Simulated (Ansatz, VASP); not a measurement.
**MoS2: VASP beside Ansatz**

Contents of INCAR:

```
SYSTEM = MoS2
PREC     = Accurate       ! precision mode
ENCUT    = 520            ! plane-wave cutoff, eV
EDIFF    = 1E-6           ! SCF threshold, eV
ISMEAR   = 0              ! smearing method
SIGMA    = 0.05           ! smearing width, eV
LREAL    = .False.        ! projectors in reciprocal space
LASPH    = .True.         ! aspherical terms in the spheres
NELM     = 100            ! most SCF steps
ALGO     = Normal         ! electronic algorithm
ISIF     = 2              ! what is computed and relaxed
LWAVE    = .False.        ! write WAVECAR
LCHARG   = .False.        ! write CHGCAR
GGA      = PS             ! functional
NBANDS   = 35             ! bands
```

File KPOINTS:

```
Automatic mesh
0
Gamma
  10 10 2
  0 0 0
```

POSCAR

```
MoS2
1.0
   -3.1414322132      0.0000000000      0.0000000000
   -1.5707161066     -2.7205601009      0.0000000000
    0.0000000000      0.0000000000     17.0788195080
Mo S
2 4
Direct
    0.3333333333      0.3333333333      0.1841289368
    0.6666666667      0.6666666667      0.5523868103
    0.3333333333      0.3333333333      0.4610985131
    0.6666666667      0.6666666667      0.0928406396
    0.3333333333      0.3333333333      0.6436751074
    0.6666666667      0.6666666667      0.2754172339
```

Input for Ansatz:

```yaml
crystal:
  lattice:
    - [-3.1414322132, 0.0, 0.0]
    - [-1.5707161066, -2.7205601009, 0.0]
    - [0.0, 0.0, 17.078819508]
  atoms:
    - { symbol: Mo, position: [0.3333333333, 0.3333333333, 0.1841289368] }
    - { symbol: Mo, position: [0.6666666667, 0.6666666667, 0.5523868103] }
    - { symbol: S, position: [0.3333333333, 0.3333333333, 0.4610985131] }
    - { symbol: S, position: [0.6666666667, 0.6666666667, 0.0928406396] }
    - { symbol: S, position: [0.3333333333, 0.3333333333, 0.6436751074] }
    - { symbol: S, position: [0.6666666667, 0.6666666667, 0.2754172339] }
kpoints:
  mp_grid: { grid: [10, 10, 2] }
hamiltonian:
  xc: pbesol
scf:
  occupations: { method: gaussian, width: 0.05 }
  mixing: { algorithm: anderson, beta: 0.9 }
output:
  forces: true
  eigenvalues: true
  stress: true
accuracy: medium
```

Alike in both runs: task single point; functional PBEsol; k mesh 10 × 10 × 2; occupations gaussian, width 0.05 eV; no spin polarisation.

|  | VASP | Ansatz |
| --- | --- | --- |
| version | VASP 6.6.1 | Ansatz 0.2.0 |
| potentials or method | VASP PAW PBE potentials, release 64 (Mo_sv, S) | scalar-relativistic, plane waves, PAW |
| plane-wave cutoff (eV) | 520 | 420 |
| valence electrons in the cell | 52 | 52 |

```tsv
	VASP	Ansatz	Ansatz less VASP
gap on the k mesh at the Fermi level (eV)	1.45	1.44	-0.014
rms of the force components (eV/Å)	0.010	0.010	+0.0002
```

VASP's potentials were made for PBE, not for PBEsol. Atom by atom the forces differ by 0.001 eV/Å (rms over components).
